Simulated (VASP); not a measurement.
# Mg16Se3S13 (P1) in VASP: single point with HSE06

Aim: the single point of Mg16Se3S13 with HSE06.

Program: VASP 6.6.1. These are calculated values, not measurements. Logs are shortened: lines on timing, memory, paths and dates and some standing lists are left out, and cuts for length are marked.

**1. The cell of the first run**

The typed cell holds 64 atoms: a = 10.469 Å, b = 10.469 Å, c = 10.469 Å, α = 90.00°, β = 90.00°, γ = 90.00°.

**2. Single point, HSE06**

The input, POSCAR:

```
Mg16Se3S13
1.0
   10.4693870000      0.0000000000      0.0000000000
    0.0000000000     10.4693870000      0.0000000000
    0.0000000000      0.0000000000     10.4693870000
S Se Mg
26 6 32
Direct
    0.2508040000      0.9993300000      0.9996620000
    0.2501370000      0.0001100000      0.4998070000
    0.2516510000      0.5009580000      0.9990070000
    0.7492240000      0.9995720000      0.9998640000
    0.7484370000      0.5009020000      0.9992090000
    0.7490390000      0.5001880000      0.5008000000
    0.9998930000      0.7510310000      0.9990840000
    0.9999960000      0.7510320000      0.5007900000
    0.5000060000      0.2500580000      0.9997760000
    0.5000210000      0.2500860000      0.4998180000
    0.5000760000      0.7503320000      0.9996680000
    0.0009020000      0.9984950000      0.2490500000
    0.0008370000      0.9985210000      0.7508320000
    0.9990490000      0.5019370000      0.7508660000
    0.4994080000      0.0006630000      0.2482420000
    0.4993080000      0.0009740000      0.7515860000
    0.5007290000      0.4994610000      0.2481260000
    0.5007190000      0.4993190000      0.7515690000
    0.2526390000      0.2483870000      0.2489420000
    0.2516670000      0.2492590000      0.7507580000
    0.2501400000      0.7517040000      0.2482070000
    0.2492800000      0.7508670000      0.7515140000
    0.7476030000      0.2502230000      0.2491080000
    0.7483450000      0.2508790000      0.7508260000
    0.7499720000      0.7502880000      0.2481010000
    0.7505010000      0.7494620000      0.7515120000
    0.2504810000      0.5000530000      0.5003870000
    0.7499850000      0.0002830000      0.4999220000
    0.0000990000      0.2498310000      0.9993980000
    0.0001550000      0.2496740000      0.5005620000
    0.4999160000      0.7501440000      0.4997780000
    0.9996040000      0.5011950000      0.2495010000
    0.0011690000      0.9944130000      0.9987880000
    0.0044160000      0.9950960000      0.5014020000
    0.9988090000      0.5066470000      0.9947440000
    0.9953570000      0.5057220000      0.5058240000
    0.4991230000      0.0000810000      0.9997170000
    0.4957930000      0.0042040000      0.5001470000
    0.5009290000      0.5003710000      0.9988110000
    0.5041230000      0.4959470000      0.5014210000
    0.2561350000      0.2488490000      0.9998100000
    0.2553640000      0.2457820000      0.4998090000
    0.2501610000      0.7511300000      0.9997970000
    0.2457170000      0.7544030000      0.4997220000
    0.7439080000      0.2512670000      0.9998850000
    0.7448810000      0.2545860000      0.4999620000
    0.7498330000      0.7493300000      0.9997690000
    0.7541690000      0.7459220000      0.4998030000
    0.2512620000      0.9999980000      0.2473020000
    0.2502050000      0.0000260000      0.7521580000
    0.2556690000      0.5000900000      0.2441040000
    0.2512410000      0.5000160000      0.7551050000
    0.7487600000      0.0000520000      0.2445410000
    0.7497790000      0.0001230000      0.7552760000
    0.7448760000      0.5002450000      0.2472330000
    0.7486660000      0.5001420000      0.7523620000
    0.9999870000      0.2440710000      0.2498520000
    0.9999480000      0.2488000000      0.7500830000
    0.9999590000      0.7550460000      0.2484110000
    0.9998910000      0.7513180000      0.7511020000
    0.5002110000      0.2488420000      0.2484910000
    0.4999070000      0.2499190000      0.7509300000
    0.5000730000      0.7513610000      0.2444340000
    0.4998610000      0.7503310000      0.7549060000
```

The input, INCAR.step1:

```
PREC = Accurate
ENCUT = 520
EDIFF = 1E-5
ISMEAR = -1
SIGMA = 0.05
LREAL = Auto
LASPH = True
NELM = 100
ALGO = Normal
ISIF = 2
LWAVE = True
LCHARG = False
NBANDS = 166
GGA = PE
ISYM = 0
LUSENCCL = False
```

The input, INCAR.step2:

```
PREC = Accurate
ENCUT = 520
EDIFF = 1E-6
ISMEAR = -1
SIGMA = 0.05
LREAL = Auto
LASPH = True
NELM = 100
ALGO = Normal
ISIF = 2
LWAVE = False
LCHARG = False
GGA = PE
LHFCALC = True
HFSCREEN = 0.2079
PRECFOCK = Fast
NBANDS = 166
ISTART = 1
ISYM = 0
LUSENCCL = False
```

The input, KPOINTS:

```
Automatic mesh
0
Gamma
  1 1 1
  0.25 0.25 0.25
```

Potentials or basis: VASP PAW PBE potentials, release 64 (S, Se, Mg).

Started as:

```bash
> cat potpaw_PBE.64/S/POTCAR potpaw_PBE.64/Se/POTCAR potpaw_PBE.64/Mg/POTCAR > POTCAR
> cp INCAR.step1 INCAR
> mpirun -np 1 vasp_std > vasp.out
> cp INCAR.step2 INCAR
> mpirun -np 1 vasp_std > vasp.out
```

OUTCAR:

```text
PREC = Accurate
   ENCUT = 520
   EDIFF = 1E-6
   ISMEAR = -1
   LREAL = Auto
   LASPH = True
   NELM = 100
   ISIF = 2
   GGA = PE
   LHFCALC = True
   HFSCREEN = 0.2079
   PRECFOCK = Fast
   ISTART = 1
   ISYM = 0

 ion  position               nearest neighbor table
   1  0.251  0.999  1.000-  50 2.59  49 2.59  43 2.60  37 2.60  41 2.61  33 2.61
   2  0.250  0.000  0.500-  38 2.57  42 2.57  44 2.57  34 2.57  50 2.64  49 2.64
   3  0.252  0.501  0.999-  52 2.55  51 2.57  39 2.61  43 2.62  41 2.64  35 2.65
   4  0.749  1.000  1.000-  54 2.56  53 2.56  37 2.62  47 2.62  45 2.64  33 2.64
   5  0.748  0.501  0.999-  56 2.58  39 2.59  55 2.60  47 2.60  45 2.61  35 2.62
   6  0.749  0.500  0.501-  40 2.56  46 2.57  48 2.57  36 2.58  56 2.63  55 2.66
[... 64 lines left out ...]
  60  1.000  0.751  0.751-  13 2.59   7 2.60  14 2.61  22 2.61  26 2.61   8 2.62  35 3.61  33 3.63
                            36 3.63  34 3.65
  61  0.500  0.249  0.248-  23 2.59  19 2.59  15 2.60   9 2.60  17 2.62  10 2.63  45 3.64  41 3.65

  62  0.500  0.250  0.751-  20 2.60  24 2.60   9 2.61  16 2.61  18 2.61  10 2.63  41 3.65  45 3.65

  63  0.500  0.751  0.244-  11 2.56  15 2.61  25 2.62  21 2.62  17 2.64  31 2.67  37 3.65
  64  0.500  0.750  0.755-  11 2.56  22 2.62  26 2.62  16 2.62  18 2.63  31 2.67  39 3.66

IMPORTANT INFORMATION: All symmetrisations will be switched off!
NOSYMM: (Re-)initialisation of all symmetry stuff for point group C_1.

----------------------------------------------------------------------------------------

                                     Primitive cell

  volume of cell :    1147.5292

  direct lattice vectors                    reciprocal lattice vectors
    10.469387000  0.000000000  0.000000000     0.095516576  0.000000000  0.000000000
     0.000000000 10.469387000  0.000000000     0.000000000  0.095516576  0.000000000
     0.000000000  0.000000000 10.469387000     0.000000000  0.000000000  0.095516576

  length of vectors
    10.469387000 10.469387000 10.469387000     0.095516576  0.095516576  0.095516576

  position of ions in fractional coordinates (direct lattice)
     0.250804000  0.999330000  0.999662000
     0.250137000  0.000110000  0.499807000
     0.251651000  0.500958000  0.999007000
     0.749224000  0.999572000  0.999864000
     0.748437000  0.500902000  0.999209000
     0.749039000  0.500188000  0.500800000
[... 56 lines left out ...]
     0.500073000  0.751361000  0.244434000
     0.499861000  0.750331000  0.754906000

  ion indices of the primitive-cell ions
   primitive index   ion index
                 1           1
                 2           2
                 3           3
                 4           4
                 5           5
                 6           6
[... 56 lines left out ...]
                63          63
                64          64

----------------------------------------------------------------------------------------

 KPOINTS: Automatic mesh

Automatic generation of k-mesh.
 Grid dimensions read from file:
 generate k-points for:    1    1    1

 Generating k-lattice:

  Cartesian coordinates                     Fractional coordinates (reciprocal lattice)
     0.095516576  0.000000000  0.000000000     1.000000000  0.000000000  0.000000000
     0.000000000  0.095516576  0.000000000     0.000000000  1.000000000  0.000000000
     0.000000000  0.000000000  0.095516576     0.000000000  0.000000000  1.000000000

  Length of vectors
     0.095516576  0.095516576  0.095516576

  Shift w.r.t. Gamma in fractional coordinates (k-lattice)
     0.250000000  0.250000000  0.250000000

 Subroutine IBZKPT returns following result:
 ===========================================

 Found      4 irreducible k-points:

 Following reciprocal coordinates:
            Coordinates               Weight
  0.250000  0.250000  0.250000      2.000000
 -0.250000  0.250000  0.250000      2.000000
 -0.250000 -0.250000  0.250000      2.000000
  0.250000 -0.250000  0.250000      2.000000
   k-points           NKPTS =      4   k-points in BZ     NKDIM =      8   number of bands    NBANDS=    166
   number of dos      NEDOS =    301   number of ions     NIONS =     64
   total plane-waves  NPLWV = 512000
   dimension x,y,z NGX =    80 NGY =   80 NGZ =   80
   dimension x,y,z NGXF=   160 NGYF=  160 NGZF=  160
   ions per type =              26   6  32
   NGX,Y,Z   is equivalent  to a cutoff of  12.70, 12.70, 12.70 a.u.
   NGXF,Y,Z  is equivalent  to a cutoff of  25.41, 25.41, 25.41 a.u.
 SYSTEM =  unknown system
   PREC   = accura    normal or accurate (medium, high low for compatibility)
   ISTART =      1    job   : 0-new  1-cont  2-samecut
   ICHARG =      0    charge: 1-file 2-atom 10-const
   ISPIN  =      1    spin polarized calculation?
   LNONCOLLINEAR =      F non collinear calculations
   LSORBIT =      F    spin-orbit coupling
   LASPH  =      T    aspherical Exc in radial PAW
   ENCUT  =  520.0 eV  38.22 Ry    6.18 a.u.  19.47 19.47 19.47*2*pi/ulx,y,z
   NELM   =    100;   NELMIN=  2; NELMDL=  0     # of ELM steps
   EDIFF  = 0.1E-05   stopping-criterion for ELM
   LREAL  =      T    real-space projection
   EDIFFG = 0.1E-04   stopping-criterion for IOM
   NSW    =      0    number of steps for IOM
   IBRION =     -1    ionic relax: 0-MD 1-quasi-New 2-CG
   NFREE  =      0    steps in history (QN), initial steepest desc. (CG)
   ISIF   =      2    stress and relaxation
   ISYM   =      0    0-nonsym 1-usesym 2-fastsym
   POTIM  = 0.5000    time-step for ionic-motion
   TEBEG  =    0.0;   TEEND  =   0.0 temperature during run
   PSTRESS=    0.0 pullay stress
   NELECT =     256.0000    total number of electrons
   NUPDOWN=      -1.0000    fix difference up-down
   EMIN   =  10.00;   EMAX   =-10.00  energy-range for DOS
   EFERMI =   0.00;   METHOD = LEGACY
   ISMEAR =    -1;   SIGMA  =   0.05  broadening in eV -4-tet -1-fermi 0-gaus
   EFERMI_NEDOS =   21; number of points for ismear=-14 and -15
   IALGO  =     38    algorithm
   IMIX   =      1    mixing-type and parameters
     AMIX     =   0.40;   BMIX     =  1.00
     AMIX_MAG =   1.60;   BMIX_MAG =  1.00
  volume/ion in A,a.u.               =      17.93       121.00
  Fermi-wavevector in a.u.,A,eV,Ry     =   0.992888  1.876286 13.412983  0.985826
  Thomas-Fermi vector in A             =   2.124731
   LORBIT       =      0    0 simple, 1 ext, 2 COOP (PROOUT), +10 PAW based schemes
   GGA     = PE    functional components
   LHFCALC =     T    Hartree Fock is set to
   PRECFOCK=fast      Normal, Fast or Accurate (Low or Medium for compatibility)
   ENCUT4O =  -1.0   cutoff for four orbital integrals eV
   NKREDX  =     1    reduce k-point grid by
   NKREDY  =     1    reduce k-point grid by
   NKREDZ  =     1    reduce k-point grid by
   AEXX    =    0.2500 exact exchange contribution
   HFSCREEN=    0.2079 screening length (either q_TF or 0.3 A-1)
   HFSCREENC=   0.2079 screening length for correlation (either q_TF or 0.3 A-1)
   ENCUTFOCK=  -1.0 apply spherical cutoff to Coloumb kernel
   IVDW    =     0    specifies the selected vdW correction
   LEPSILON=     F    determine dielectric tensor
   LRPA    =     F    only Hartree local field effects (RPA)
 non-spin polarized calculation
  energy-cutoff  :      520.00
  volume of cell :     1147.53
 maximum number of plane-waves:     30901
 NGX is ok and might be reduce to    80
  NGX = 40; NGY = 40; NGZ = 40

 number of electron     256.0000036 magnetization

 Free energy of the ion-electron system (eV)
  ---------------------------------------------------
  ext. energy  EPLUGINS =         0.00000000
  ---------------------------------------------------
  free energy    TOTEN  =      -309.23849152 eV

  energy without entropy =     -309.23849152  energy(sigma->0) =     -309.23849152

 E-fermi :   4.3437     XC(G=0):  -8.0486

 val. band max:        3.1849047961   @ k =  -0.2500   0.2500   0.2500
 cond. band min:       7.1922896525   @ k =  -0.2500   0.2500   0.2500
 fundamental gap:      4.0073848563
 Fermi energy:         4.3436926254

 k-point     1 :       0.2500    0.2500    0.2500
  band No.  band energies     occupation
      1     -10.8471      2.00000
      2     -10.4632      2.00000
      3     -10.4479      2.00000
      4     -10.4218      2.00000
      5     -10.1309      2.00000
      6     -10.1100      2.00000
[... 132 lines left out ...]
    139       8.6261      0.00000
    140       8.6479      0.00000

 k-point     2 :      -0.2500    0.2500    0.2500
  band No.  band energies     occupation
      1     -10.8472      2.00000
      2     -10.4515      2.00000
      3     -10.4476      2.00000
      4     -10.4347      2.00000
      5     -10.1171      2.00000
      6     -10.1142      2.00000
[... 132 lines left out ...]
    139       8.6334      0.00000
    140       8.6716      0.00000

 k-point     3 :      -0.2500   -0.2500    0.2500
  band No.  band energies     occupation
      1     -10.8471      2.00000
      2     -10.4633      2.00000
      3     -10.4458      2.00000
      4     -10.4238      2.00000
      5     -10.1315      2.00000
      6     -10.1078      2.00000
[... 132 lines left out ...]
    139       8.6278      0.00000
    140       8.6486      0.00000

 k-point     4 :       0.2500   -0.2500    0.2500
  band No.  band energies     occupation
      1     -10.8472      2.00000
      2     -10.4508      2.00000
      3     -10.4448      2.00000
      4     -10.4389      2.00000
      5     -10.1166      2.00000
      6     -10.1077      2.00000
[... 132 lines left out ...]
    139       8.6141      0.00000
    140       8.6662      0.00000
 [bands above 140 left out]

------------------------ aborting loop because EDIFF is reached ----------------------------------------

  FORCE on cell =-STRESS in cart. coord.  units (eV):
  Direction    XX          YY          ZZ          XY          YZ          ZX
  --------------------------------------------------------------------------------------
  -------------------------------------------------------------------------------------
  Total        1.7927001      1.8106226      1.9477618     -0.1816028     -0.0225927     -0.0042672
  in kB        2.5029632      2.5279866      2.7194599     -0.2535534     -0.0315439     -0.0059579
  external PRESSURE =       2.5834699 kB  Pullay stress =       0.0000000 kB

 VOLUME and BASIS-vectors are now :
 -----------------------------------------------------------------------------
  energy-cutoff  :      520.00
  volume of cell :     1147.53
      direct lattice vectors                 reciprocal lattice vectors
    10.469387000  0.000000000  0.000000000     0.095516576  0.000000000  0.000000000
     0.000000000 10.469387000  0.000000000     0.000000000  0.095516576  0.000000000
     0.000000000  0.000000000 10.469387000     0.000000000  0.000000000  0.095516576

 POSITION                                       TOTAL-FORCE (eV/Angst)
 -----------------------------------------------------------------------------------
      2.62576     10.46237     10.46585         0.006672     -0.005656      0.004707
      2.61878      0.00115      5.23267         0.000811     -0.002669      0.007626
      2.63463      5.24472     10.45899         0.008863      0.006788     -0.001476
      7.84392     10.46491     10.46796        -0.002224     -0.011203     -0.002225
      7.83568      5.24414     10.46111        -0.012831      0.010233     -0.008836
      7.84198      5.23666      5.24307         0.001139      0.003814      0.003879
[... 56 lines left out ...]
      5.23546      7.86629      2.55907        -0.001638      0.002980      0.008876
      5.23324      7.85551      7.90340         0.001544      0.003105     -0.001479
 -----------------------------------------------------------------------------------
    total drift:                                0.000796      0.038284     -0.028405

  FREE ENERGIE OF THE ION-ELECTRON SYSTEM (eV)
  ---------------------------------------------------
  free  energy   TOTEN  =      -309.2384915231 eV

  energy  without entropy=     -309.2384915230  energy(sigma->0) =     -309.23849152
```

It took 22 min on 1 × NVIDIA H100 80GB with 1 thread of AMD EPYC 7R13 (Zen 3), shared host; peak memory 2 GiB.

What came out:

- Free energy: -309.2385 eV
- Pressure: 0.3 GPa
- Largest force: 0.031 eV/Å
- Band gap on the k mesh: 4.01 eV

Forces on the atoms (eV/Å):
```
S    0.007 -0.006  0.005
S    0.001 -0.003  0.008
S    0.009  0.007 -0.001
S   -0.002 -0.011 -0.002
S   -0.013  0.010 -0.009
S    0.001  0.004  0.004
S    0.004  0.001 -0.001
S   -0.003  0.002  0.003
S    0.002  0.002 -0.003
S    0.003 -0.002  0.005
S   -0.003 -0.004  0.001
S    0.002 -0.004 -0.010
S    0.002 -0.005  0.009
S    0.000 -0.001  0.007
S   -0.006  0.005 -0.017
S   -0.008 -0.005  0.007
S    0.007 -0.004 -0.010
S    0.005  0.001  0.012
S    0.007 -0.013 -0.009
S    0.005 -0.007  0.007
S   -0.002  0.011 -0.021
S    0.001  0.008  0.009
S   -0.013 -0.008 -0.014
S   -0.006  0.003  0.006
S   -0.002 -0.007 -0.010
S    0.005 -0.003  0.013
Se   0.018  0.006  0.016
Se   0.002  0.014 -0.003
Se  -0.003 -0.012 -0.016
Se  -0.003 -0.011  0.014
Se  -0.001  0.012 -0.014
Se  -0.016  0.021 -0.017
Mg  -0.001 -0.006 -0.003
Mg  -0.004 -0.002  0.002
Mg   0.000  0.002  0.003
Mg   0.007 -0.001 -0.001
Mg  -0.001 -0.003 -0.002
Mg   0.002 -0.002  0.002
Mg  -0.001  0.000 -0.003
Mg  -0.006  0.004 -0.001
Mg   0.001  0.008  0.006
Mg  -0.004  0.008 -0.006
Mg   0.002 -0.005  0.003
Mg   0.007 -0.010 -0.001
Mg   0.001  0.003  0.005
Mg  -0.001 -0.002 -0.005
Mg  -0.003 -0.003  0.003
Mg  -0.007  0.002 -0.002
Mg   0.004  0.003 -0.003
Mg   0.004  0.001  0.006
Mg  -0.005 -0.007  0.006
Mg   0.001  0.001 -0.003
Mg  -0.003  0.006 -0.002
Mg  -0.002  0.002  0.000
Mg   0.001 -0.006 -0.002
Mg   0.000 -0.001  0.003
Mg   0.005  0.006  0.009
Mg   0.001 -0.004 -0.007
Mg   0.004  0.002  0.005
Mg   0.001  0.002  0.000
Mg  -0.006  0.000  0.004
Mg   0.004 -0.003  0.007
Mg  -0.002  0.003  0.009
Mg   0.002  0.003 -0.001
```

Levels at points of the mesh, in eV from the valence-band top:
| k point | band 124 | band 125 | band 126 | band 127 | band 128 | band 129 | band 130 | band 131 | band 132 | band 133 |
| --- | --- | --- | --- | --- | --- | --- | --- | --- | --- | --- |
| (0.25, 0.25, 0.25) | -0.49 | -0.43 | -0.34 | -0.20 | -0.19 | 4.01 | 4.04 | 4.07 | 5.17 | 5.20 |

Caveat: the PAW data sets were made with another functional, which shifts forces and pressure a little; a shifted mesh leaves out Γ, where band edges can lie. A k mesh can miss the band edges.
